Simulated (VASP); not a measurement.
# GaSb (I-4m2) in VASP: a series of runs

The runs below take GaSb through single point, with PBEsol.

Everything below comes from runs of VASP 6.6.1. Logs are shortened: lines on timing, memory, paths and dates and some standing lists are left out, and cuts for length are marked.

### 1 The cell of the first run

It takes space group I-4m2 (No. 119, tetragonal). Conventional cell: a = 4.105 Å, b = 4.105 Å, c = 6.264 Å, α = 90.00°, β = 90.00°, γ = 90.00°. Ga (site symmetry -4m2) has 4 Sb at 2.58 Å within 3.4 Å. Sb (site symmetry -4m2) has 4 Ga at 2.58 Å within 3.4 Å.

### 2 Single point, PBEsol (strain -0.050 along x and y, +0.025 along z)

The input, INCAR:

```
SYSTEM = GaSb
  ALGO = Normal
  EDIFF = 1E-6
  ENCUT = 520
  GGA = PS
  ISIF = 2
  ISMEAR = 0
  LASPH = .True.
  LCHARG = .True.
  LELF = .True.
  LREAL = .False.
  LVHAR = .True.
  LWAVE = .False.
  NBANDS = 16
  NELM = 80
  PREC = Accurate
  SIGMA = 0.15
```

The input, KPOINTS:

```
k-points
0
Gamma
  18 18 18
  0 0 0
```

The input, POSCAR:

```
GaSb
1.0
    0.0000000000      2.9028333923      3.1320044496
    2.9028333923      0.0000000000      3.1320044496
    2.9028333923      2.9028333923      0.0000000000
Ga Sb
1 1
Direct
    0.0000000000      0.0000000000      0.0000000000
    0.7500000000      0.7500000000      0.7500000000
```

Potentials or basis: VASP PAW PBE potentials, release 64 (Ga_d, Sb).

Run with:

```
$ cat potpaw_PBE.64/Ga_d/POTCAR potpaw_PBE.64/Sb/POTCAR > POTCAR
$ mpirun -np 1 vasp_std > vasp.out
```

OUTCAR:

```text
SYSTEM = GaSb
   EDIFF = 1E-6
   ENCUT = 520
   GGA = PS
   ISIF = 2
   ISMEAR = 0
   LASPH = .True.
   LREAL = .False.
   NELM = 80
   PREC = Accurate

 ion  position               nearest neighbor table
   1  0.000  0.000  0.000-   2 2.58   2 2.58   2 2.58   2 2.58
   2  0.750  0.750  0.750-   1 2.58   1 2.58   1 2.58   1 2.58

  LATTYP: Found a body centered tetragonal cell.
 ALAT       =     4.1052263527
 C/A-ratio  =     1.5258620015

  Lattice vectors:

 A1 = (  -2.9028333923,   0.0000000000,   3.1320044496)
 A2 = (   2.9028333923,   0.0000000000,   3.1320044496)
 A3 = (   0.0000000000,   2.9028333923,  -3.1320044496)

Analysis of symmetry for initial positions (statically):
=====================================================================
 Subroutine PRICEL returns:
 Original cell was already a primitive cell.

 Routine SETGRP: Setting up the symmetry group for a
 body centered tetragonal supercell.

 Subroutine GETGRP returns: Found  8 space group operations
 (whereof  8 operations were pure point group operations)
 out of a pool of 16 trial point group operations.

The static configuration has the point symmetry D_2d.

Analysis of symmetry for dynamics (positions and initial velocities):
=====================================================================
 Subroutine PRICEL returns:
 Original cell was already a primitive cell.

 Routine SETGRP: Setting up the symmetry group for a
 body centered tetragonal supercell.

 Subroutine GETGRP returns: Found  8 space group operations
 (whereof  8 operations were pure point group operations)
 out of a pool of 16 trial point group operations.

The dynamic configuration has the point symmetry D_2d.

 Subroutine INISYM returns: Found  8 space group operations
 (whereof  8 operations are pure point group operations),
 and found     1 'primitive' translations

----------------------------------------------------------------------------------------

                                     Primitive cell

  volume of cell :      52.7833

  direct lattice vectors                    reciprocal lattice vectors
     0.000000000  2.902833392  3.132004450    -0.172245504  0.172245504  0.159642174
     2.902833392  0.000000000  3.132004450     0.172245504 -0.172245504  0.159642174
     2.902833392  2.902833392  0.000000000     0.172245504  0.172245504 -0.159642174

  length of vectors
     4.270350521  4.270350521  4.105226353     0.291243285  0.291243285  0.291243285

  position of ions in fractional coordinates (direct lattice)
     0.000000000  0.000000000  0.000000000
     0.750000000  0.750000000  0.750000000

[... 78 lines left out ...]
   EDIFFG = 0.1E-04   stopping-criterion for IOM
   NSW    =      0    number of steps for IOM
   IBRION =     -1    ionic relax: 0-MD 1-quasi-New 2-CG
   NFREE  =      0    steps in history (QN), initial steepest desc. (CG)
   ISIF   =      2    stress and relaxation
   ISYM   =      2    0-nonsym 1-usesym 2-fastsym
   POTIM  = 0.5000    time-step for ionic-motion
   TEBEG  =    0.0;   TEEND  =   0.0 temperature during run
   PSTRESS=    0.0 pullay stress
   NELECT =      18.0000    total number of electrons
   NUPDOWN=      -1.0000    fix difference up-down
   EMIN   =  10.00;   EMAX   =-10.00  energy-range for DOS
   EFERMI =   0.00;   METHOD = LEGACY
   ISMEAR =     0;   SIGMA  =   0.15  broadening in eV -4-tet -1-fermi 0-gaus
   EFERMI_NEDOS =   21; number of points for ismear=-14 and -15
   IALGO  =     38    algorithm
   IMIX   =      4    mixing-type and parameters
     AMIX     =   0.40;   BMIX     =  1.00
     AMIX_MAG =   1.60;   BMIX_MAG =  1.00
  volume/ion in A,a.u.               =      26.39       178.10
  Fermi-wavevector in a.u.,A,eV,Ry     =   1.143756  2.161386 17.798846  1.308178
  Thomas-Fermi vector in A             =   2.280450
   LORBIT       =      0    0 simple, 1 ext, 2 COOP (PROOUT), +10 PAW based schemes
   GGA     = PS    functional components
   LHFCALC =     F    Hartree Fock is set to
   AEXX    =    0.0000 exact exchange contribution
   IVDW    =     0    specifies the selected vdW correction
   LEPSILON=     F    determine dielectric tensor
   LRPA    =     F    only Hartree local field effects (RPA)
 non-spin polarized calculation
 Gauss-broadening in eV      SIGMA  =   0.15
  energy-cutoff  :      520.00
  volume of cell :       52.78
 maximum number of plane-waves:      1442
   NGX = 15   NGY = 15   NGZ = 15

 number of electron      18.0000010 magnetization

 Free energy of the ion-electron system (eV)
  ---------------------------------------------------
  ext. energy  EPLUGINS =         0.00000000
  ---------------------------------------------------
  free energy    TOTEN  =        -8.06121340 eV

  energy without entropy =       -8.06103186  energy(sigma->0) =       -8.06112263

 E-fermi :   5.8772     XC(G=0):  -9.6303

 val. band max:        5.7700530363   @ k =   0.0000   0.0000   0.0000
 cond. band min:       6.0191175549   @ k =   0.5000  -0.0000   0.0000
 fundamental gap:      0.2490645186
 Fermi energy:         5.8771765125

 k-point     1 :       0.0000    0.0000    0.0000
  band No.  band energies     occupation
      1      -9.5870      2.00000
      2      -9.5782      2.00000
      3      -9.5782      2.00000
      4      -9.5198      2.00000
      5      -9.5170      2.00000
      6      -6.4926      2.00000
[... 433 lines left out ...]
      3      -9.5711      2.00000
      4      -9.5223      2.00000
      5      -9.5157      2.00000
      6      -5.8102      2.00000
[... 8 lines left out ...]
     15      13.0056      0.00000
     16      13.8621      0.00000

 [... further k-points ...]

------------------------ aborting loop because EDIFF is reached ----------------------------------------

  FORCE on cell =-STRESS in cart. coord.  units (eV):
  Direction    XX          YY          ZZ          XY          YZ          ZX
  --------------------------------------------------------------------------------------
  -------------------------------------------------------------------------------------
  Total        2.0462799      2.0462799      0.7386385      0.0000000      0.0000000     -0.0000000
  in kB       62.1125043     62.1125043     22.4205335      0.0000000      0.0000000     -0.0000000
  external PRESSURE =      48.8818473 kB  Pullay stress =       0.0000000 kB

 VOLUME and BASIS-vectors are now :
 -----------------------------------------------------------------------------
  energy-cutoff  :      520.00
  volume of cell :       52.78
      direct lattice vectors                 reciprocal lattice vectors
     0.000000000  2.902833392  3.132004450    -0.172245504  0.172245504  0.159642174
     2.902833392  0.000000000  3.132004450     0.172245504 -0.172245504  0.159642174
     2.902833392  2.902833392  0.000000000     0.172245504  0.172245504 -0.159642174

 POSITION                                       TOTAL-FORCE (eV/Angst)
 -----------------------------------------------------------------------------------
      0.00000      0.00000      0.00000        -0.000000     -0.000000      0.000000
      4.35425      4.35425      4.69801         0.000000      0.000000     -0.000000
 -----------------------------------------------------------------------------------
    total drift:                               -0.000001     -0.000001     -0.000000

  FREE ENERGIE OF THE ION-ELECTRON SYSTEM (eV)
  ---------------------------------------------------
  free  energy   TOTEN  =        -8.0612133987 eV

  energy  without entropy=       -8.0610318642  energy(sigma->0) =       -8.06112263
```

OSZICAR:

```text
N       E                     dE             d eps       ncg     rms          rms(c)
DAV:   1     0.827364262708E+02    0.82736E+02   -0.86314E+03 15576   0.143E+03
DAV:   2    -0.173537089942E+01   -0.84472E+02   -0.81239E+02 18368   0.303E+02
DAV:   3    -0.806749596709E+01   -0.63321E+01   -0.63184E+01 18232   0.652E+01
DAV:   4    -0.817765176714E+01   -0.11016E+00   -0.11014E+00 19912   0.973E+00
DAV:   5    -0.818010233995E+01   -0.24506E-02   -0.24505E-02 19192   0.127E+00    0.345E+00
DAV:   6    -0.809271551631E+01    0.87387E-01   -0.87937E-02 21336   0.526E+00    0.204E+00
DAV:   7    -0.806087307487E+01    0.31842E-01   -0.51931E-02 19168   0.207E+00    0.389E-01
DAV:   8    -0.806097755116E+01   -0.10448E-03   -0.52138E-03 20112   0.874E-01    0.132E-01
DAV:   9    -0.806122231432E+01   -0.24476E-03   -0.47659E-04 18288   0.165E-01    0.496E-02
DAV:  10    -0.806120650253E+01    0.15812E-04   -0.21900E-05 19840   0.392E-02    0.138E-02
DAV:  11    -0.806121342323E+01   -0.69207E-05   -0.10883E-05 18760   0.228E-02    0.485E-03
DAV:  12    -0.806121339866E+01    0.24566E-07   -0.32292E-07 15784   0.504E-03
   1 F= -.80612134E+01 E0= -.80611226E+01  d E =-.181534E-03
```

Wall time 2.5 min (1 thread of Intel Xeon 8259CL, shared host); peak memory 0.52 GiB.

What came out:

```
Free energy            : -8.0612 eV
Pressure               : 4.9 GPa
Band gap on the k mesh : 0.25 eV (least direct gap 0.36 eV)
```

Stress tensor (GPa, compression positive):
```
6.21 0.00 0.00
0.00 6.21 0.00
0.00 0.00 2.24
```

Caveat: the cell differs from its parent crystal (strain -0.050 along x and y, +0.025 along z); the cell stands under pressure; semilocal functionals underestimate gaps, and a narrow one can read as zero; the PAW data sets were made with another functional, which shifts forces and pressure a little; spin-orbit coupling is left out, which moves the levels of the heavy elements. A k mesh can miss the band edges.

### 3 Single point, PBEsol (strain -0.050 along x and y, +0.050 along z)

The input, INCAR:

```
SYSTEM = GaSb
  PREC = Accurate
  ENCUT = 520
  EDIFF = 1E-6
  ISMEAR = 0
  SIGMA = 0.15
  LREAL = .False.
  LASPH = .True.
  NELM = 100
  ALGO = Normal
  ISIF = 2
  LWAVE = .False.
  LCHARG = .False.
  GGA = PS
  NBANDS = 16
```

The input, KPOINTS:

```
regular mesh
0
Gamma
  18 18 18
  0 0 0
```

The input, POSCAR:

```
GaSb
1.0
    0.0000000000      2.9028333923      3.2083948021
    2.9028333923      0.0000000000      3.2083948021
    2.9028333923      2.9028333923      0.0000000000
Ga Sb
1 1
Direct
    0.0000000000      0.0000000000      0.0000000000
    0.7500000000      0.7500000000      0.7500000000
```

Potentials or basis: VASP PAW PBE potentials, release 64 (Ga_d, Sb).

Run with:

```
$ cat potpaw_PBE.64/Ga_d/POTCAR potpaw_PBE.64/Sb/POTCAR > POTCAR
$ mpirun -np 1 vasp_std > vasp.out
```

OUTCAR:

```text
SYSTEM = GaSb
   PREC = Accurate
   ENCUT = 520
   EDIFF = 1E-6
   ISMEAR = 0
   LREAL = .False.
   LASPH = .True.
   NELM = 100
   ISIF = 2
   GGA = PS

 ion  position               nearest neighbor table
   1  0.000  0.000  0.000-   2 2.61   2 2.61   2 2.61   2 2.61
   2  0.750  0.750  0.750-   1 2.61   1 2.61   1 2.61   1 2.61

  LATTYP: Found a body centered tetragonal cell.
 ALAT       =     4.1052263527
 C/A-ratio  =     1.5630781479

  Lattice vectors:

 A1 = (  -2.9028333923,   0.0000000000,   3.2083948021)
 A2 = (   2.9028333923,   0.0000000000,   3.2083948021)
 A3 = (   0.0000000000,   2.9028333923,  -3.2083948021)

Analysis of symmetry for initial positions (statically):
=====================================================================
 Subroutine PRICEL returns:
 Original cell was already a primitive cell.

 Routine SETGRP: Setting up the symmetry group for a
 body centered tetragonal supercell.

 Subroutine GETGRP returns: Found  8 space group operations
 (whereof  8 operations were pure point group operations)
 out of a pool of 16 trial point group operations.

The static configuration has the point symmetry D_2d.

Analysis of symmetry for dynamics (positions and initial velocities):
[... 161 lines left out ...]
 val. band max:        5.5607682826   @ k =   0.0000   0.0000   0.0000
 cond. band min:       5.6372631532   @ k =   0.5000  -0.0000   0.0000
 fundamental gap:      0.0764948706
 Fermi energy:         5.5923793149

 k-point     1 :       0.0000    0.0000    0.0000
  band No.  band energies     occupation
      1      -9.7951      2.00000
      2      -9.7830      2.00000
      3      -9.7830      2.00000
      4      -9.7320      2.00000
      5      -9.7274      2.00000
      6      -6.5666      2.00000
[... 433 lines left out ...]
      3      -9.7767      2.00000
      4      -9.7346      2.00000
      5      -9.7256      2.00000
      6      -5.9000      2.00000
[... 8 lines left out ...]
     15      12.8227      0.00000
     16      13.6327      0.00000

 [... further k-points ...]

------------------------ aborting loop because EDIFF is reached ----------------------------------------

  FORCE on cell =-STRESS in cart. coord.  units (eV):
  Direction    XX          YY          ZZ          XY          YZ          ZX
  --------------------------------------------------------------------------------------
  -------------------------------------------------------------------------------------
  Total        1.6740459      1.6740459     -0.1366597      0.0000000      0.0000000      0.0000000
  in kB       49.6039115     49.6039115     -4.0493839      0.0000000      0.0000000      0.0000000
  external PRESSURE =      31.7194797 kB  Pullay stress =       0.0000000 kB

 VOLUME and BASIS-vectors are now :
 -----------------------------------------------------------------------------
  energy-cutoff  :      520.00
  volume of cell :       54.07
      direct lattice vectors                 reciprocal lattice vectors
     0.000000000  2.902833392  3.208394802    -0.172245504  0.172245504  0.155841170
     2.902833392  0.000000000  3.208394802     0.172245504 -0.172245504  0.155841170
     2.902833392  2.902833392  0.000000000     0.172245504  0.172245504 -0.155841170

 POSITION                                       TOTAL-FORCE (eV/Angst)
 -----------------------------------------------------------------------------------
      0.00000      0.00000      0.00000         0.000000     -0.000000      0.000000
      4.35425      4.35425      4.81259        -0.000000      0.000000     -0.000000
 -----------------------------------------------------------------------------------
    total drift:                               -0.000000     -0.000000     -0.000002

  FREE ENERGIE OF THE ION-ELECTRON SYSTEM (eV)
  ---------------------------------------------------
  free  energy   TOTEN  =        -8.0684998101 eV

  energy  without entropy=       -8.0680232423  energy(sigma->0) =       -8.06826153
```

OSZICAR:

```text
N       E                     dE             d eps       ncg     rms          rms(c)
DAV:   1     0.822213272734E+02    0.82221E+02   -0.86390E+03 15640   0.141E+03
DAV:   2    -0.174012553575E+01   -0.83961E+02   -0.80777E+02 17992   0.302E+02
DAV:   3    -0.806803794074E+01   -0.63279E+01   -0.63103E+01 18376   0.651E+01
DAV:   4    -0.817852647291E+01   -0.11049E+00   -0.11047E+00 19688   0.970E+00
DAV:   5    -0.818106044814E+01   -0.25340E-02   -0.25339E-02 19616   0.129E+00    0.333E+00
DAV:   6    -0.809796229872E+01    0.83098E-01   -0.87896E-02 21232   0.517E+00    0.196E+00
DAV:   7    -0.806823865718E+01    0.29724E-01   -0.48324E-02 19304   0.199E+00    0.386E-01
DAV:   8    -0.806826464020E+01   -0.25983E-04   -0.50702E-03 20192   0.850E-01    0.122E-01
DAV:   9    -0.806850590739E+01   -0.24127E-03   -0.46369E-04 18184   0.167E-01    0.448E-02
DAV:  10    -0.806849229473E+01    0.13613E-04   -0.21238E-05 20200   0.388E-02    0.123E-02
DAV:  11    -0.806849983200E+01   -0.75373E-05   -0.10964E-05 18664   0.233E-02    0.498E-03
DAV:  12    -0.806849981012E+01    0.21873E-07   -0.33928E-07 16072   0.554E-03
   1 F= -.80684998E+01 E0= -.80682615E+01  d E =-.476568E-03
```

Run time: 2.2 min. Hardware: 1 thread of Intel Xeon 8259CL, shared host; peak memory 0.53 GiB.

Results:

* Free energy: -8.0685 eV
* Pressure: 3.2 GPa
* Band gap on the k mesh: 0.08 eV (least direct gap 0.09 eV)

Caveat: the cell differs from its parent crystal (strain -0.050 along x and y, +0.050 along z); the stress differs along the axes, from -0 to 5 GPa; semilocal functionals underestimate gaps, and a narrow one can read as zero; the PAW data sets were made with another functional, which shifts forces and pressure a little; spin-orbit coupling is left out, which moves the levels of the heavy elements.
